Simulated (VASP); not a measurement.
# Mo3P3H in VASP: a series of runs

The runs below take Mo3P3H through single point, relaxation of the atoms, with PBEsol.

Program: VASP 6.6.1. These are calculated values, not measurements. Logs are shortened: lines on timing, memory, paths and dates and some standing lists are left out, and cuts for length are marked.

## 1. The cell of the first run

The cell holds a slab with vacuum, 7 atoms: a = 3.174 Å, b = 3.206 Å, c = 25.479 Å, α = 90.00°, β = 90.00°, γ = 90.00°.

## 2. Single point, PBEsol

INCAR reads:

```
SYSTEM = Mo3P3H
PREC = Accurate ; ENCUT = 400
EDIFF = 1E-6 ; ISMEAR = 0
SIGMA = 0.1 ; LREAL = .FALSE.
LASPH = .TRUE. ; NELM = 120
ALGO = Normal ; ISIF = 2
LWAVE = .FALSE. ; LCHARG = .FALSE.
LDIPOL = .TRUE. ; IDIPOL = 3
DIPOL = 0.5 0.5 0.485 ; GGA = PS
NBANDS = 38 ; GGA_COMPAT = .FALSE.
NELMDL = -8
```

KPOINTS reads:

```
Automatic mesh
0
G
  9 9 1
  0 0 0
```

POSCAR reads:

```
Mo3P3H
1.0
    3.1741350969      0.0000000000      0.0000000000
    0.0000000000      3.2062346803      0.0000000000
    0.0000000000      0.0000000000     25.4789215952
Mo P H
3 3 1
Direct
    0.0000000000      0.5000000000      0.3336090960
    0.0000000000      0.0000000000      0.4425886174
    0.0000000000      0.5000000000      0.5501261364
    0.5000000000      0.0000000000      0.3699356032
    0.5000000000      0.5000000000      0.4792943049
    0.5000000000      0.0000000000      0.5907329554
    0.5000000000      0.0000000000      0.6253827917
```

Potentials or basis: VASP PAW PBE potentials, release 64 (Mo_sv, P, H).

Launch:

```
$ cat potpaw_PBE.64/Mo_sv/POTCAR potpaw_PBE.64/P/POTCAR potpaw_PBE.64/H/POTCAR > POTCAR
$ mpirun -np 1 vasp_std > vasp.out
```

OUTCAR:

```text
SYSTEM = Mo3P3H
   PREC = Accurate
   ENCUT = 400
   EDIFF = 1E-6
   ISMEAR = 0
   LREAL = .FALSE.
   LASPH = .TRUE.
   NELM = 120
   ISIF = 2
   GGA = PS
   NELMDL = -8

 ion  position               nearest neighbor table
   1  0.000  0.500  0.334-   4 2.44   4 2.44   4 2.44   4 2.44   2 3.21   2 3.21
   2  0.000  0.000  0.443-   4 2.44   4 2.44   5 2.44   5 2.44   5 2.44   5 2.44   3 3.17   3 3.17
                             1 3.21   1 3.21
   3  0.000  0.500  0.550-   5 2.40   5 2.40   6 2.48   6 2.48   6 2.48   6 2.48   2 3.17   2 3.17

   4  0.500  0.000  0.370-   2 2.44   2 2.44   1 2.44   1 2.44   1 2.44   1 2.44
   5  0.500  0.500  0.479-   3 2.40   3 2.40   2 2.44   2 2.44   2 2.44   2 2.44
   6  0.500  0.000  0.591-   7 0.88   3 2.48   3 2.48   3 2.48   3 2.48
   7  0.500  0.000  0.625-   6 0.88

 -----------------------------------------------------------------------------
|                                                                             |
|           W    W    AA    RRRRR   N    N  II  N    N   GGGG   !!!           |
|           W    W   A  A   R    R  NN   N  II  NN   N  G    G  !!!           |
|           W    W  A    A  R    R  N N  N  II  N N  N  G       !!!           |
|           W WW W  AAAAAA  RRRRR   N  N N  II  N  N N  G  GGG   !            |
|           WW  WW  A    A  R   R   N   NN  II  N   NN  G    G                |
|           W    W  A    A  R    R  N    N  II  N    N   GGGG   !!!           |
|                                                                             |
|     The distance between some ions is very small. Please check the          |
|     nearest-neighbor list in the OUTCAR file.                               |
|     I HOPE YOU KNOW WHAT YOU ARE DOING!                                     |
|                                                                             |
 -----------------------------------------------------------------------------

  LATTYP: Found a simple orthorhombic cell.
 ALAT       =     3.1741350969
 B/A-ratio  =     1.0101128599
 C/A-ratio  =     8.0270438458

  Lattice vectors:

 A1 = (   3.1741350969,   0.0000000000,   0.0000000000)
 A2 = (   0.0000000000,   3.2062346803,   0.0000000000)
 A3 = (   0.0000000000,   0.0000000000,  25.4789215952)

Analysis of symmetry for initial positions (statically):
=====================================================================
 Subroutine PRICEL returns:
 Original cell was already a primitive cell.

 Routine SETGRP: Setting up the symmetry group for a
 simple orthorhombic supercell.

 Subroutine GETGRP returns: Found  4 space group operations
 (whereof  4 operations were pure point group operations)
 out of a pool of  8 trial point group operations.

The static configuration has the point symmetry C_2v.

Analysis of symmetry for dynamics (positions and initial velocities):
=====================================================================
 Subroutine PRICEL returns:
 Original cell was already a primitive cell.

 Routine SETGRP: Setting up the symmetry group for a
 simple orthorhombic supercell.

 Subroutine GETGRP returns: Found  4 space group operations
 (whereof  4 operations were pure point group operations)
 out of a pool of  8 trial point group operations.

The dynamic configuration has the point symmetry C_2v.

 Subroutine INISYM returns: Found  4 space group operations
 (whereof  4 operations are pure point group operations),
 and found     1 'primitive' translations

----------------------------------------------------------------------------------------

                                     Primitive cell

  volume of cell :     259.2995

  direct lattice vectors                    reciprocal lattice vectors
     3.174135097  0.000000000  0.000000000     0.315046452  0.000000000  0.000000000
     0.000000000  3.206234680  0.000000000     0.000000000  0.311892328  0.000000000
     0.000000000  0.000000000 25.478921595     0.000000000  0.000000000  0.039248129

  length of vectors
     3.174135097  3.206234680 25.478921595     0.315046452  0.311892328  0.039248129

  position of ions in fractional coordinates (direct lattice)
     0.000000000  0.500000000  0.333609096
     0.000000000  0.000000000  0.442588617
     0.000000000  0.500000000  0.550126136
     0.500000000  0.000000000  0.369935603
     0.500000000  0.500000000  0.479294305
     0.500000000  0.000000000  0.590732955
     0.500000000  0.000000000  0.625382792

  ion indices of the primitive-cell ions
   primitive index   ion index
                 1           1
                 2           2
                 3           3
                 4           4
                 5           5
                 6           6
                 7           7

----------------------------------------------------------------------------------------

 KPOINTS: Automatic mesh

Automatic generation of k-mesh.
 Grid dimensions read from file:
 generate k-points for:    9    9    1

 Generating k-lattice:

  Cartesian coordinates                     Fractional coordinates (reciprocal lattice)
     0.035005161  0.000000000  0.000000000     0.111111111  0.000000000  0.000000000
     0.000000000  0.034654703  0.000000000     0.000000000  0.111111111  0.000000000
     0.000000000  0.000000000  0.039248129     0.000000000  0.000000000  1.000000000

  Length of vectors
     0.035005161  0.034654703  0.039248129

  Shift w.r.t. Gamma in fractional coordinates (k-lattice)
     0.000000000  0.000000000  0.000000000

 Subroutine IBZKPT returns following result:
 ===========================================

 Found     25 irreducible k-points:

 Following reciprocal coordinates:
            Coordinates               Weight
  0.000000  0.000000  0.000000      1.000000
  0.111111  0.000000  0.000000      2.000000
  0.222222  0.000000  0.000000      2.000000
  0.333333  0.000000  0.000000      2.000000
  0.444444  0.000000  0.000000      2.000000
  0.000000  0.111111  0.000000      2.000000
[... 16 lines left out ...]
  0.222222  0.444444  0.000000      4.000000
  0.333333  0.444444  0.000000      4.000000
   k-points           NKPTS =     25   k-points in BZ     NKDIM =     25   number of bands    NBANDS=     38
   number of dos      NEDOS =    301   number of ions     NIONS =      7
   total plane-waves  NPLWV =  96768
   dimension x,y,z NGX =    24 NGY =   24 NGZ =  168
   dimension x,y,z NGXF=    48 NGYF=   48 NGZF=  336
   ions per type =               3   3   1
   NGX,Y,Z   is equivalent  to a cutoff of  12.57, 12.44, 10.96 a.u.
   NGXF,Y,Z  is equivalent  to a cutoff of  25.14, 24.89, 21.92 a.u.
 SYSTEM =  Mo3P3H
   PREC   = accura    normal or accurate (medium, high low for compatibility)
   ISTART =      0    job   : 0-new  1-cont  2-samecut
   ICHARG =      2    charge: 1-file 2-atom 10-const
   ISPIN  =      1    spin polarized calculation?
   LNONCOLLINEAR =      F non collinear calculations
   LSORBIT =      F    spin-orbit coupling
   LASPH  =      T    aspherical Exc in radial PAW
   ENCUT  =  400.0 eV  29.40 Ry    5.42 a.u.   5.18  5.23 41.55*2*pi/ulx,y,z
   NELM   =    120;   NELMIN=  2; NELMDL= -8     # of ELM steps
   EDIFF  = 0.1E-05   stopping-criterion for ELM
   LREAL  =      F    real-space projection
[... 7 lines left out ...]
   TEBEG  =    0.0;   TEEND  =   0.0 temperature during run
   PSTRESS=    0.0 pullay stress
   NELECT =      58.0000    total number of electrons
   NUPDOWN=      -1.0000    fix difference up-down
   EMIN   =  10.00;   EMAX   =-10.00  energy-range for DOS
   EFERMI =   0.00;   METHOD = LEGACY
   ISMEAR =     0;   SIGMA  =   0.10  broadening in eV -4-tet -1-fermi 0-gaus
   EFERMI_NEDOS =   21; number of points for ismear=-14 and -15
   IALGO  =     38    algorithm
   IMIX   =      4    mixing-type and parameters
     AMIX     =   0.40;   BMIX     =  1.00
     AMIX_MAG =   1.60;   BMIX_MAG =  1.00
  volume/ion in A,a.u.               =      37.04       249.98
  Fermi-wavevector in a.u.,A,eV,Ry     =   0.993765  1.877943 13.436683  0.987568
  Thomas-Fermi vector in A             =   2.125669
   LORBIT       =      0    0 simple, 1 ext, 2 COOP (PROOUT), +10 PAW based schemes
   GGA     = PS    functional components
   LHFCALC =     F    Hartree Fock is set to
   AEXX    =    0.0000 exact exchange contribution
   IVDW    =     0    specifies the selected vdW correction
   LEPSILON=     F    determine dielectric tensor
   LRPA    =     F    only Hartree local field effects (RPA)
 non-spin polarized calculation
 Gauss-broadening in eV      SIGMA  =   0.10
  energy-cutoff  :      400.00
  volume of cell :      259.30
 maximum number of plane-waves:      4759
 NGX is ok and might be reduce to    24
   NGX = 11   NGY = 11   NGZ = 83

 dipolmoment           0.000000      0.000000      0.002781 electrons x Angstroem

 number of electron      58.0000006 magnetization

 dipolmoment           0.000000      0.000000     -0.035040 electrons x Angstroem

 Free energy of the ion-electron system (eV)
  ---------------------------------------------------
  ext. energy  EPLUGINS =         0.00000000
  ---------------------------------------------------
  free energy    TOTEN  =       -49.64303175 eV

  energy without entropy =      -49.61761121  energy(sigma->0) =      -49.63032148

 E-fermi :   1.1881     XC(G=0):  -5.0009

 val. band max:        1.1767007716   @ k =   0.3333   0.3333   0.0000
 cond. band min:       1.2297035504   @ k =   0.4444   0.0000   0.0000
 fundamental gap:      0.0530027789
 Fermi energy:         1.1880767653

 k-point     1 :       0.0000    0.0000    0.0000
  band No.  band energies     occupation
      1     -59.9164      2.00000
      2     -59.6600      2.00000
      3     -59.4979      2.00000
      4     -34.1429      2.00000
      5     -34.0492      2.00000
      6     -33.9664      2.00000
[... 30 lines left out ...]
     37       4.4758      0.00000
     38       4.5828      0.00000
[... 941 lines left out ...]
     37       5.0014      0.00000
     38       5.4812      0.00000

 [... further k-points ...]

------------------------ aborting loop because EDIFF is reached ----------------------------------------

 vacuum level on the upper side and lower side of the slab       (xc-potential included)        -0.492         0.134

  FORCE on cell =-STRESS in cart. coord.  units (eV):
  Direction    XX          YY          ZZ          XY          YZ          ZX
  --------------------------------------------------------------------------------------
  -------------------------------------------------------------------------------------
  Total       -3.6030972     -5.9075953     38.0358862      0.0000000      0.0000000      0.0000000
  in kB      -22.2630574    -36.5022437    235.0186701      0.0000000      0.0000000      0.0000000
  external PRESSURE =      58.7511230 kB  Pullay stress =       0.0000000 kB

 VOLUME and BASIS-vectors are now :
 -----------------------------------------------------------------------------
  energy-cutoff  :      400.00
  volume of cell :      259.30
      direct lattice vectors                 reciprocal lattice vectors
     3.174135097  0.000000000  0.000000000     0.315046452  0.000000000  0.000000000
     0.000000000  3.206234680  0.000000000     0.000000000  0.311892328  0.000000000
     0.000000000  0.000000000 25.478921595     0.000000000  0.000000000  0.039248129

 POSITION                                       TOTAL-FORCE (eV/Angst)
 -----------------------------------------------------------------------------------
      0.00000      1.60312      8.50000         0.000000      0.000000      1.950513
      0.00000      0.00000     11.27668         0.000000      0.000000     -0.237592
      0.00000      1.60312     14.01662         0.000000      0.000000     -0.554493
      1.58707      0.00000      9.42556         0.000000      0.000000     -1.724185
      1.58707      1.60312     12.21190         0.000000      0.000000     -0.264994
      1.58707      0.00000     15.05124         0.000000      0.000000    -43.641985
      1.58707      0.00000     15.93408         0.000000      0.000000     44.472736
 -----------------------------------------------------------------------------------
    total drift:                                0.000000      0.000000      0.000900

  FREE ENERGIE OF THE ION-ELECTRON SYSTEM (eV)
  ---------------------------------------------------
  free  energy   TOTEN  =       -49.6430317481 eV

  energy  without entropy=      -49.6176112148  energy(sigma->0) =      -49.63032148

 vacuum level on the upper side and lower side of the slab         4.830         5.467
```

It took 6.7 min on 1 thread of AMD EPYC 7R43 (Zen 3), shared host; peak memory 0.33 GiB.

What came out:

```
Free energy            : -49.6430 eV
Largest force          : 44.473 eV/Å
Band gap on the k mesh : zero (bands 29 and 30 overlap by 0.97 eV)
```

Forces on the atoms (eV/Å):
```
Mo    0.000   0.000   1.951
Mo    0.000   0.000  -0.238
Mo    0.000   0.000  -0.554
P     0.000   0.000  -1.724
P     0.000   0.000  -0.265
P     0.000   0.000 -43.642
H     0.000   0.000  44.473
```

Levels at points of the mesh, in eV from the Fermi level:
```
           k point  band 27  band 28  band 29  band 30  band 31  band 32  band 33  band 34
(0.00, 0.00, 0.00)    -0.64    -0.61    -0.25    -0.17     0.38     0.60     1.43     2.12
```

Caveat: atoms lie so close that the PAW spheres overlap strongly, which falsifies energies and pressures; the PAW data sets were made with another functional, which shifts forces and pressure a little.

## 3. Single point, PBEsol

INCAR reads:

```
PREC = Accurate
ENCUT = 400
EDIFF = 1E-6
ISMEAR = 0
SIGMA = 0.1
LREAL = F
LASPH = T
NELM = 120
ALGO = Normal
ISIF = 2
LWAVE = F
LCHARG = F
LDIPOL = T
IDIPOL = 3
DIPOL = 0.5 0.5 0.499
GGA = PS
NBANDS = 38
GGA_COMPAT = F
NELMDL = -8
```

KPOINTS reads:

```
Automatic mesh
0
Gamma
  9 9 1
```

POSCAR, as its differences from that of step 2:

```diff
@@ -14,2 +14,2 @@
     0.5000000000      0.0000000000      0.5907329554
-    0.5000000000      0.0000000000      0.6253827917
+    0.5000000000      0.0000000000      0.7254655205
```

Potentials or basis: VASP PAW PBE potentials, release 64 (Mo_sv, P, H).

Launch:

```
$ cat potpaw_PBE.64/Mo_sv/POTCAR potpaw_PBE.64/P/POTCAR potpaw_PBE.64/H/POTCAR > POTCAR
$ mpirun -np 1 vasp_std > vasp.out
```

Wall time 7.2 min (1 thread of AMD EPYC 7R43 (Zen 3), shared host); peak memory 0.34 GiB.

It converged, with:

* Free energy: -54.3052 eV
* Largest force: 1.976 eV/Å
* Band gap on the k mesh: zero (bands 29 and 30 overlap by 1.02 eV)

Forces on the atoms (eV/Å):
```
Mo   0.000  0.000  1.976
Mo   0.000  0.000 -0.299
Mo   0.000  0.000  0.208
P    0.000  0.000 -1.718
P    0.000  0.000 -0.078
P    0.000  0.000  0.263
H    0.000  0.000 -0.352
```

Levels at points of the mesh, in eV from the Fermi level:
| k point | band 27 | band 28 | band 29 | band 30 | band 31 | band 32 | band 33 | band 34 |
| --- | --- | --- | --- | --- | --- | --- | --- | --- |
| (0.00, 0.00, 0.00) | -0.87 | -0.45 | -0.28 | -0.17 | 0.39 | 0.60 | 1.56 | 2.05 |

Caveat: the PAW data sets were made with another functional, which shifts forces and pressure a little.

## 4. Single point, PBEsol

INCAR, as its differences from that of step 3:

```diff
@@ -14,3 +14,3 @@
 IDIPOL = 3
-DIPOL = 0.5 0.5 0.499
+DIPOL = 0.5 0.5 0.504
 GGA = PS
```

KPOINTS is that of step 3.

POSCAR, as its differences from that of step 3:

```diff
@@ -14,2 +14,2 @@
     0.5000000000      0.0000000000      0.5907329554
-    0.5000000000      0.0000000000      0.7254655205
+    0.5000000000      0.0000000000      0.7647136494
```

Launch:

```
$ cat potpaw_PBE.64/Mo_sv/POTCAR potpaw_PBE.64/P/POTCAR potpaw_PBE.64/H/POTCAR > POTCAR
$ mpirun -np 1 vasp_std > vasp.out
```

Run time: 7.9 min. Hardware: 1 thread of AMD EPYC 7R43 (Zen 3), shared host; peak memory 0.34 GiB.

The run converged. Its results:

- Free energy: -54.1590 eV
- Largest force: 1.985 eV/Å
- Band gap on the k mesh: zero (bands 29 and 30 overlap by 1.02 eV)

Forces on the atoms (eV/Å):
```
Mo   0.000  0.000  1.985
Mo   0.000  0.000 -0.315
Mo   0.000  0.000  0.045
P    0.000  0.000 -1.719
P    0.000  0.000 -0.007
P    0.000  0.000  0.050
H    0.000  0.000 -0.038
```

Levels at points of the mesh, in eV from the Fermi level:
```csv
k point,band 27,band 28,band 29,band 30,band 31,band 32,band 33,band 34
"(0.00, 0.00, 0.00)",-0.83,-0.42,-0.28,-0.17,0.41,0.61,1.58,2.00
```

Caveat: the PAW data sets were made with another functional, which shifts forces and pressure a little.

## 5. Relaxation of the atoms, PBEsol

INCAR reads:

```
SYSTEM = Mo3P3H
PREC = Accurate
ENCUT = 450
EDIFF = 1E-7
ISMEAR = 0
SIGMA = 0.1
LREAL = .FALSE.
LASPH = .TRUE.
NELM = 120
ALGO = Normal
ISIF = 2
LWAVE = .FALSE.
LCHARG = .FALSE.
LDIPOL = .TRUE.
IDIPOL = 3
DIPOL = 0.5 0.5 0.487
GGA = PS
IBRION = 2
NSW = 45
EDIFFG = -0.02
GGA_COMPAT = .FALSE.
NELMIN = 4
NELMDL = -8
```

KPOINTS reads:

```
regular mesh
0
G
  9 9 1
  0 0 0
```

POSCAR reads:

```
Mo3P3H
1.0
    3.1741350969      0.0000000000      0.0000000000
    0.0000000000      3.2062346803      0.0000000000
    0.0000000000      0.0000000000     25.4789215952
Mo P H
3 3 1
Selective dynamics
Direct
    0.0000000000      0.5000000000      0.3336090960  F F F
    0.0000000000      0.0000000000      0.4425886174  F F F
    0.0000000000      0.5000000000      0.5501261364  F F F
    0.5000000000      0.0000000000      0.3699356032  F F F
    0.5000000000      0.5000000000      0.4792943049  F F F
    0.5000000000      0.0000000000      0.5907329554  F F F
    0.5000000000      0.0000000000      0.6448953733  F F T
```

Launch:

```
$ cat potpaw_PBE.64/Mo_sv/POTCAR potpaw_PBE.64/P/POTCAR potpaw_PBE.64/H/POTCAR > POTCAR
$ mpirun -np 1 vasp_std > vasp.out
```

It took 16 min on 1 thread of Oxide Virtual Turin-like, shared host; peak memory 0.39 GiB.

Results (log left out):

```
Free energy               : -57.4432 eV
Energy gained by relaxing : 3.9 meV/atom
Ionic steps               : 2
Band gap on the k mesh    : zero (bands 29 and 30 overlap by 0.94 eV)
```

The path:
```tsv
step	energy change (eV)	largest force on free atoms (eV/Å)	pressure (GPa)
1	0.0000	1.1010	-1.81
2	-0.0276	0.0114	-2.15
```

Final structure:
```xyz
7
Lattice="3.1741 0.0000 0.0000 0.0000 3.2062 0.0000 0.0000 0.0000 25.4789" Properties=species:S:1:pos:R:3 pbc="T T T"
Mo    0.0000    1.6031    8.5000
Mo    0.0000    0.0000   11.2767
Mo    0.0000    1.6031   14.0166
P     1.5871    0.0000    9.4256
P     1.5871    1.6031   12.2119
P     1.5871    0.0000   15.0512
H     1.5871    0.0000   16.4844
```

Levels at points of the mesh, in eV from the Fermi level:
| k point | band 25 | band 26 | band 27 | band 28 | band 29 | band 30 | band 31 | band 32 | band 33 | band 34 |
| --- | --- | --- | --- | --- | --- | --- | --- | --- | --- | --- |
| (0.00, 0.00, 0.00) | -1.89 | -1.04 | -0.78 | -0.60 | -0.26 | -0.18 | 0.35 | 0.59 | 1.45 | 2.12 |

Caveat: the PAW data sets were made with another functional, which shifts forces and pressure a little.

## 6. The runs side by side

```tsv
task	cell	cutoff (eV)	atoms held fixed (from 0)	atoms held along some axes (from 0)	gap on the mesh (eV)	largest force (eV/Å)
single point	as given, atomic positions A	400	-	-	none	44.47
single point	as given, atomic positions B	400	-	-	none	1.98
single point	as given, atomic positions C	400	-	-	none	1.99
relaxation of the atoms	atoms relaxed, atomic positions D	450	[0, 1, 2, 3, 4, 5]	atom 6 along a and b	none	-
```

Alike in all rows: level PBEsol; potentials or basis VASP PAW PBE potentials, release 64 (Mo_sv, P, H); no spin polarisation; k mesh 9 × 9 × 1; smearing gaussian 0.1 eV.

Caveats: the PAW data sets were made with another functional, which shifts forces and pressure a little; atoms lie so close that the PAW spheres overlap strongly, which falsifies energies and pressures (at least some runs).

Total energies depend on the potentials used, so only differences within one code and one set of settings carry meaning.

The gap in the log of VASP goes by the Fermi energy; the results here count the filled bands.